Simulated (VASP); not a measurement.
# Rb (Pmmm) in VASP: further runs

Rb is run at these levels: PBE; tasks: single point, relaxation of cell and atoms.

Everything below comes from runs of VASP 6.6.1. Logs are shortened: lines on timing, memory, paths and dates and some standing lists are left out, and cuts for length are marked.

## Step 1: The cell of the first run

It takes space group Pmmm (No. 47, orthorhombic). Conventional cell: a = 4.020 Å, b = 4.347 Å, c = 5.354 Å, α = 90.00°, β = 90.00°, γ = 90.00°. Within 5.4 Å of Rb (site symmetry mmm) lie 6 Rb at 4.02 to 5.35 Å.

The cell was generated, and may not be a known phase.

## Step 2: Single point, PBE

Contents of INCAR:

```
ALGO     = Normal         # electronic algorithm
EDIFF    = 1E-7           # SCF threshold, eV
ENCUT    = 520            # plane-wave cutoff, eV
GGA      = PE             # functional
ISIF     = 2              # what is computed and relaxed
ISMEAR   = 0              # smearing method
LASPH    = T              # aspherical terms in the spheres
LCHARG   = T              # write CHGCAR
LELF     = T              # ELF
LREAL    = F              # projectors in reciprocal space
LVHAR    = T            
LWAVE    = F              # write WAVECAR
NBANDS   = 10             # bands
NELM     = 60             # most SCF steps
PREC     = Accurate       # precision mode
SIGMA    = 0.1            # smearing width, eV
```

Contents of KPOINTS:

```
k-points
0
Gamma
  4 4 4
```

Contents of POSCAR:

```
Rb
1.0
    4.0198488700      0.0000000000      0.0000000000
    0.0000000000      4.3473505200      0.0000000000
    0.0000000000      0.0000000000      5.3537681600
Rb
1
Direct
    0.0000000000      0.0000000000      0.0000000000
```

Potentials or basis: VASP PAW PBE potentials, release 64 (Rb_sv).

The run is started by

```sh
> cat potpaw_PBE.64/Rb_sv/POTCAR > POTCAR
> mpirun -np 1 vasp_std > vasp.out
```

OUTCAR:

```text
EDIFF = 1E-7
   ENCUT = 520
   GGA = PE
   ISIF = 2
   ISMEAR = 0
   LASPH = T
   LREAL = F
   NELM = 60
   PREC = Accurate

 ion  position               nearest neighbor table
   1  0.000  0.000  0.000-

  LATTYP: Found a simple orthorhombic cell.
 ALAT       =     4.0198488700
 B/A-ratio  =     1.0814711350
 C/A-ratio  =     1.3318331940

  Lattice vectors:

 A1 = (   4.0198488700,   0.0000000000,   0.0000000000)
 A2 = (   0.0000000000,   4.3473505200,   0.0000000000)
 A3 = (   0.0000000000,   0.0000000000,   5.3537681600)

Analysis of symmetry for initial positions (statically):
=====================================================================
 Subroutine PRICEL returns:
 Original cell was already a primitive cell.

 Routine SETGRP: Setting up the symmetry group for a
 simple orthorhombic supercell.

 Subroutine GETGRP returns: Found  8 space group operations
 (whereof  8 operations were pure point group operations)
 out of a pool of  8 trial point group operations.

The static configuration has the point symmetry D_2h.

Analysis of symmetry for dynamics (positions and initial velocities):
=====================================================================
 Subroutine PRICEL returns:
 Original cell was already a primitive cell.

 Routine SETGRP: Setting up the symmetry group for a
 simple orthorhombic supercell.

 Subroutine GETGRP returns: Found  8 space group operations
 (whereof  8 operations were pure point group operations)
 out of a pool of  8 trial point group operations.

The dynamic configuration has the point symmetry D_2h.

 Subroutine INISYM returns: Found  8 space group operations
 (whereof  8 operations are pure point group operations),
 and found     1 'primitive' translations

----------------------------------------------------------------------------------------

                                     Primitive cell

  volume of cell :      93.5608

  direct lattice vectors                    reciprocal lattice vectors
     4.019848870  0.000000000  0.000000000     0.248765571  0.000000000  0.000000000
     0.000000000  4.347350520  0.000000000     0.000000000  0.230025160  0.000000000
     0.000000000  0.000000000  5.353768160     0.000000000  0.000000000  0.186784330

  length of vectors
     4.019848870  4.347350520  5.353768160     0.248765571  0.230025160  0.186784330

  position of ions in fractional coordinates (direct lattice)
     0.000000000  0.000000000  0.000000000

  ion indices of the primitive-cell ions
   primitive index   ion index
                 1           1

----------------------------------------------------------------------------------------

 KPOINTS: k-points

Automatic generation of k-mesh.
 Grid dimensions read from file:
 generate k-points for:    4    4    4

 Generating k-lattice:

  Cartesian coordinates                     Fractional coordinates (reciprocal lattice)
     0.062191393  0.000000000  0.000000000     0.250000000  0.000000000  0.000000000
     0.000000000  0.057506290  0.000000000     0.000000000  0.250000000  0.000000000
     0.000000000  0.000000000  0.046696083     0.000000000  0.000000000  0.250000000

  Length of vectors
     0.062191393  0.057506290  0.046696083

  Shift w.r.t. Gamma in fractional coordinates (k-lattice)
     0.000000000  0.000000000  0.000000000

 Subroutine IBZKPT returns following result:
 ===========================================

 Found     27 irreducible k-points:

 Following reciprocal coordinates:
            Coordinates               Weight
  0.000000  0.000000  0.000000      1.000000
  0.250000  0.000000  0.000000      2.000000
  0.500000  0.000000  0.000000      1.000000
  0.000000  0.250000  0.000000      2.000000
  0.250000  0.250000  0.000000      4.000000
  0.500000  0.250000  0.000000      2.000000
[... 16 lines left out ...]
  0.250000  0.250000  0.500000      4.000000
  0.500000  0.250000  0.500000      2.000000
 [... further k-points ...]
   k-points           NKPTS =     27   k-points in BZ     NKDIM =     27   number of bands    NBANDS=     10
   number of dos      NEDOS =    301   number of ions     NIONS =      1
   total plane-waves  NPLWV =  38400
   dimension x,y,z NGX =    30 NGY =   32 NGZ =   40
   dimension x,y,z NGXF=    60 NGYF=   64 NGZF=   80
   ions per type =               1
   NGX,Y,Z   is equivalent  to a cutoff of  12.41, 12.24, 12.42 a.u.
   NGXF,Y,Z  is equivalent  to a cutoff of  24.81, 24.47, 24.84 a.u.
 SYSTEM =  unknown system
   PREC   = accura    normal or accurate (medium, high low for compatibility)
   ISTART =      0    job   : 0-new  1-cont  2-samecut
   ICHARG =      2    charge: 1-file 2-atom 10-const
   ISPIN  =      1    spin polarized calculation?
   LNONCOLLINEAR =      F non collinear calculations
   LSORBIT =      F    spin-orbit coupling
   LASPH  =      T    aspherical Exc in radial PAW
   ENCUT  =  520.0 eV  38.22 Ry    6.18 a.u.   7.47  8.08  9.95*2*pi/ulx,y,z
   NELM   =     60;   NELMIN=  2; NELMDL= -5     # of ELM steps
   EDIFF  = 0.1E-06   stopping-criterion for ELM
   LREAL  =      F    real-space projection
   EDIFFG = 0.1E-05   stopping-criterion for IOM
   NSW    =      0    number of steps for IOM
   IBRION =     -1    ionic relax: 0-MD 1-quasi-New 2-CG
   NFREE  =      0    steps in history (QN), initial steepest desc. (CG)
   ISIF   =      2    stress and relaxation
   ISYM   =      2    0-nonsym 1-usesym 2-fastsym
   POTIM  = 0.5000    time-step for ionic-motion
   TEBEG  =    0.0;   TEEND  =   0.0 temperature during run
   PSTRESS=    0.0 pullay stress
   NELECT =       9.0000    total number of electrons
   NUPDOWN=      -1.0000    fix difference up-down
   EMIN   =  10.00;   EMAX   =-10.00  energy-range for DOS
   EFERMI =   0.00;   METHOD = LEGACY
   ISMEAR =     0;   SIGMA  =   0.10  broadening in eV -4-tet -1-fermi 0-gaus
   EFERMI_NEDOS =   21; number of points for ismear=-14 and -15
   IALGO  =     38    algorithm
   IMIX   =      4    mixing-type and parameters
     AMIX     =   0.40;   BMIX     =  1.00
     AMIX_MAG =   1.60;   BMIX_MAG =  1.00
  volume/ion in A,a.u.               =      93.56       631.38
  Fermi-wavevector in a.u.,A,eV,Ry     =   0.750109  1.417500  7.655501  0.562663
  Thomas-Fermi vector in A             =   1.846784
   LORBIT       =      0    0 simple, 1 ext, 2 COOP (PROOUT), +10 PAW based schemes
   GGA     = PE    functional components
   LHFCALC =     F    Hartree Fock is set to
   AEXX    =    0.0000 exact exchange contribution
   IVDW    =     0    specifies the selected vdW correction
   LEPSILON=     F    determine dielectric tensor
   LRPA    =     F    only Hartree local field effects (RPA)
 non-spin polarized calculation
 Gauss-broadening in eV      SIGMA  =   0.10
  energy-cutoff  :      520.00
  volume of cell :       93.56
 maximum number of plane-waves:      2536
 NGX is ok and might be reduce to    30
   NGX = 15   NGY = 17   NGZ = 19

 number of electron       9.0000000 magnetization

 Free energy of the ion-electron system (eV)
  ---------------------------------------------------
  ext. energy  EPLUGINS =         0.00000000
  ---------------------------------------------------
  free energy    TOTEN  =        -0.77367843 eV

  energy without entropy =       -0.77050073  energy(sigma->0) =       -0.77208958

 E-fermi :  -0.0291     XC(G=0):  -5.3581

 val. band max:       -0.0485810926   @ k =   0.2500   0.0000   0.5000
 cond. band min:       0.0509507805   @ k =   0.0000   0.5000   0.0000
 fundamental gap:      0.0995318731
 Fermi energy:        -0.0291110302

 k-point     1 :       0.0000    0.0000    0.0000
  band No.  band energies     occupation
      1     -29.1609      2.00000
      2     -13.2275      2.00000
      3     -13.1495      2.00000
      4     -13.0881      2.00000
      5      -1.9535      2.00000
      6       1.7677      0.00000
      7       2.4413      0.00000
      8       3.8255      0.00000
      9       5.4811      0.00000
     10       6.0383      0.00000

 k-point     2 :       0.2500    0.0000    0.0000
  band No.  band energies     occupation
      1     -29.1484      2.00000
      2     -13.2922      2.00000
      3     -13.2044      2.00000
      4     -13.1295      2.00000
      5      -1.2284      2.00000
      6       2.2897      0.00000
      7       2.5265      0.00000
      8       3.2657      0.00000
      9       4.8683      0.00000
     10       5.4972      0.00000

 k-point     3 :       0.5000    0.0000    0.0000
  band No.  band energies     occupation
      1     -29.1358      2.00000
      2     -13.4847      2.00000
      3     -13.1812      2.00000
      4     -13.1093      2.00000
      5       0.4116      0.00000
      6       0.7883      0.00000
      7       2.7720      0.00000
      8       3.0482      0.00000
      9       4.1356      0.00000
     10       5.5818      0.00000

 k-point     4 :       0.0000    0.2500    0.0000
  band No.  band energies     occupation
      1     -29.1561      2.00000
      2     -13.2558      2.00000
      3     -13.2164      2.00000
      4     -13.0800      2.00000
      5      -1.3359      2.00000
      6       1.9903      0.00000
      7       2.2830      0.00000
      8       3.2529      0.00000
      9       5.0913      0.00000
     10       5.5940      0.00000
[... 222 lines left out ...]
 k-point    22 :       0.0000    0.2500    0.5000
  band No.  band energies     occupation
      1     -29.1556      2.00000
      2     -13.2531      2.00000
      3     -13.2436      2.00000
      4     -13.0787      2.00000
      5      -0.1698      1.95331
      6       0.2228      0.00037
      7       2.6184      0.00000
      8       3.1113      0.00000
      9       4.8972      0.00000
     10       5.5794      0.00000

 k-point    23 :       0.2500    0.2500    0.5000
  band No.  band energies     occupation
      1     -29.1431      2.00000
      2     -13.2784      2.00000
      3     -13.2285      2.00000
      4     -13.2190      2.00000
      5       0.5581      0.00000
      6       0.6021      0.00000
      7       3.0866      0.00000
      8       3.3275      0.00000
      9       3.8023      0.00000
     10       4.4938      0.00000

 k-point    24 :       0.5000    0.2500    0.5000
  band No.  band energies     occupation
      1     -29.1306      2.00000
      2     -13.4662      2.00000
      3     -13.2045      2.00000
      4     -13.1942      2.00000
      5       1.2679      0.00000
      6       1.5494      0.00000
      7       2.3407      0.00000
      8       2.5606      0.00000
      9       4.4265      0.00000
     10       4.7804      0.00000

 [... further k-points ...]

------------------------ aborting loop because EDIFF is reached ----------------------------------------

  FORCE on cell =-STRESS in cart. coord.  units (eV):
  Direction    XX          YY          ZZ          XY          YZ          ZX
  --------------------------------------------------------------------------------------
  -------------------------------------------------------------------------------------
  Total        0.7991346      0.2642492     -0.2951901     -0.0000000      0.0000000      0.0000000
  in kB       13.6847404      4.5251224     -5.0549674     -0.0000000      0.0000000      0.0000000
  external PRESSURE =       4.3849651 kB  Pullay stress =       0.0000000 kB

 VOLUME and BASIS-vectors are now :
 -----------------------------------------------------------------------------
  energy-cutoff  :      520.00
  volume of cell :       93.56
      direct lattice vectors                 reciprocal lattice vectors
     4.019848870  0.000000000  0.000000000     0.248765571  0.000000000  0.000000000
     0.000000000  4.347350520  0.000000000     0.000000000  0.230025160  0.000000000
     0.000000000  0.000000000  5.353768160     0.000000000  0.000000000  0.186784330

 POSITION                                       TOTAL-FORCE (eV/Angst)
 -----------------------------------------------------------------------------------
      0.00000      0.00000      0.00000         0.000000      0.000000      0.000000
 -----------------------------------------------------------------------------------
    total drift:                               -0.000000      0.000000     -0.000000

  FREE ENERGIE OF THE ION-ELECTRON SYSTEM (eV)
  ---------------------------------------------------
  free  energy   TOTEN  =        -0.7736784317 eV

  energy  without entropy=       -0.7705007320  energy(sigma->0) =       -0.77208958
```

Wall time 21 s (1 thread of Oxide Virtual Turin-like, shared host); peak memory 0.15 GiB.

Results:

```yaml
Free_energy: -0.7737 eV
Pressure: 0.4 GPa
Band_gap_on_the_k_mesh: zero (an odd number of electrons rules out a gap without spin polarisation)
```

Caveat: the k points lie up to 0.39 Å⁻¹ apart, too coarse for converged energies and pressures of a metal.

## Step 3: Relaxation of cell and atoms, PBE

Contents of INCAR:

```
SYSTEM = Rb
PREC = Accurate
ENCUT = 600
EDIFF = 1E-6
ISMEAR = 0
SIGMA = 0.1
LREAL = .False.
LASPH = .True.
NELM = 100
ALGO = Fast
ISIF = 3
LWAVE = .False.
LCHARG = .False.
GGA = PE
IBRION = 2
NSW = 90
EDIFFG = -0.04
```

Contents of KPOINTS:

```
Automatic mesh
0
Gamma
  4 4 4
  0 0 0
```

POSCAR is that of step 2.

Potentials or basis: VASP PAW PBE potentials, release 64 (Rb_sv).

The run is started by

```sh
> cat potpaw_PBE.64/Rb_sv/POTCAR > POTCAR
> mpirun -np 1 vasp_std > vasp.out
```

Wall time 2.9 min (1 thread of Oxide Virtual Turin-like, shared host); peak memory 0.2 GiB.

It converged, with:

| Item | Value |
| --- | --- |
| Free energy | -0.8504 eV |
| Relaxed volume | 100.37 Å³/atom |
| Relaxed cell | a = 4.643 Å, b = 4.654 Å, c = 4.645 Å, α = 90.00°, β = 90.00°, γ = 90.00° |
| Space group after relaxing (to 0.1 Å) | Pm-3m (No. 221) |
| Energy gained by relaxing | 76.8 meV/atom |
| Ionic steps | 11 |
| Pressure after relaxing | 0.0 GPa |
| Band gap on the k mesh | zero (an odd number of electrons rules out a gap without spin polarisation) |

Step by step:
| step | energy change (eV) | largest force (eV/Å) | pressure (GPa) | volume (Å³) |
| --- | --- | --- | --- | --- |
| 1 | 0.0000 | 0.0000 | 0.44 | 93.56 |
| 2 | -0.0314 | 0.0000 | 0.26 | 97.02 |
| 3 | -0.0621 | 0.0000 | -0.02 | 103.86 |
| 4 | -0.0592 | 0.0000 | -0.24 | 116.82 |
| 5 | -0.0668 | 0.0000 | -0.18 | 110.99 |
| 6 | -0.0683 | 0.0000 | -0.12 | 107.46 |
| 7 | -0.0686 | 0.0000 | -0.13 | 108.26 |
| 8 | -0.0720 | 0.0000 | -0.12 | 106.37 |
| 9 | -0.0752 | 0.0000 | -0.09 | 103.53 |
| 10 | -0.0764 | 0.0000 | 0.02 | 97.82 |
| 11 | -0.0768 | 0.0000 | -0.05 | 100.37 |

Final structure:
```
Rb
1.0
     4.64301    0.00000    0.00000
     0.00000    4.65419    0.00000
     0.00000    0.00000    4.64462
Rb
1
Cartesian
  0.0000 0.0000 0.0000
```

Levels at points of the mesh, in eV from the Fermi level:
| k point | band 1 | band 2 | band 3 | band 4 | band 5 | band 6 | band 7 | band 8 |
| --- | --- | --- | --- | --- | --- | --- | --- | --- |
| (0.00, 0.00, 0.00) | -29.40 | -13.43 | -13.43 | -13.43 | -2.15 | 2.02 | 2.02 | 5.31 |
| (0.50, 0.00, 0.00) | -29.39 | -13.54 | -13.42 | -13.42 | -0.46 | 0.01 | 2.59 | 3.75 |
| (0.00, 0.50, 0.00) | -29.39 | -13.54 | -13.42 | -13.42 | -0.48 | 0.00 | 2.58 | 3.75 |
| (0.50, 0.50, 0.00) | -29.39 | -13.53 | -13.53 | -13.41 | 0.55 | 1.32 | 1.75 | 1.75 |
| (0.00, 0.00, 0.50) | -29.39 | -13.54 | -13.42 | -13.42 | -0.47 | 0.01 | 2.59 | 3.73 |
| (0.50, 0.00, 0.50) | -29.39 | -13.53 | -13.53 | -13.41 | 0.55 | 1.33 | 1.76 | 1.76 |
| (0.00, 0.50, 0.50) | -29.39 | -13.53 | -13.53 | -13.41 | 0.55 | 1.32 | 1.75 | 1.75 |
| (0.50, 0.50, 0.50) | -29.38 | -13.51 | -13.51 | -13.51 | 1.52 | 1.53 | 1.53 | 3.31 |

Caveat: the k points lie up to 0.34 Å⁻¹ apart in the final cell, too coarse for converged energies and pressures of a metal; a cell axis changed by over 15 % at a fixed basis, so the end point is rough.

The gap in the log of VASP goes by the Fermi energy; the results here count the filled bands.